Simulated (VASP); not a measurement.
Wanted: the native input for a VASP 6.6.1 run.

* Task: single point
* Functional: r2SCAN
* Potentials or basis: VASP PAW PBE potentials, release 64 (Si, C)
* Cutoff: 520 eV
* k mesh: 10 × 10 × 10
* Occupations: gaussian, width 0.01 eV
* Spin: no spin polarisation
* Dipole correction: no
* Further INCAR settings: ALGO = Normal; EDIFF = 1e-07; NBANDS = 11

SiC:

```xyz
2
Lattice="0.0315 2.1702 2.1702 2.1702 0.0315 2.1702 2.1702 2.1702 0.0315" Properties=species:S:1:pos:R:3 pbc="T T T"
Si    0.0031    0.0031    0.0031
C     1.0898    1.0898    1.0898
```

This cell differs from its parent crystal: epitaxial 111 strain -1.8%.

These files were run (other wordings do the same):

POSCAR

```
SiC
1.0
    0.0315228309      2.1701524310      2.1701524310
    2.1701524310      0.0315228309      2.1701524310
    2.1701524310      2.1701524310      0.0315228309
Si C
1 1
Direct
    0.0007164660      0.0007164660      0.0007164660
    0.2492835340      0.2492835340      0.2492835340
```

INCAR.step1

```
SYSTEM = SiC
PREC = Accurate ; ENCUT = 520
ISMEAR = 0 ; SIGMA = 0.01
LREAL = .FALSE. ; LASPH = .TRUE.
NELM = 60 ; NBANDS = 11
GGA = PE ; ALGO = Normal
EDIFF = 1E-4 ; LWAVE = .TRUE.
LCHARG = .FALSE.
```

INCAR.step2

```
SYSTEM = SiC
PREC = Accurate ; ENCUT = 520
EDIFF = 1E-7 ; ISMEAR = 0
SIGMA = 0.01 ; LREAL = .FALSE.
LASPH = .TRUE. ; NELM = 60
ALGO = Normal ; ISIF = 2
LWAVE = .FALSE. ; LCHARG = .FALSE.
METAGGA = R2SCAN ; LMIXTAU = .TRUE.
NBANDS = 11 ; ISTART = 1
```

KPOINTS

```
regular mesh
0
G
  10 10 10
  0 0 0
```

Potentials or basis: VASP PAW PBE potentials, release 64 (Si, C).

Run with:

```console
$ cat potpaw_PBE.64/Si/POTCAR potpaw_PBE.64/C/POTCAR > POTCAR
$ cp INCAR.step1 INCAR
$ mpirun -np 1 vasp_std > vasp.out
$ cp INCAR.step2 INCAR
$ mpirun -np 1 vasp_std > vasp.out
```

It gave:

| Item | Value |
| --- | --- |
| Pressure | 7.9 GPa |
| Largest force | 0.003 eV/Å |
| Band gap on the k mesh | 1.61 eV, indirect (least direct gap 4.95 eV) |

Caveat: the cell differs from its parent crystal (epitaxial 111 strain -1.8%); the PAW data sets were made with another functional, which shifts forces and pressure a little.

Run time: 25 s on 1 thread of Intel(R) Xeon(R) 6975P-C (Granite Rapids) (shared host), peak memory 0.15 GiB.
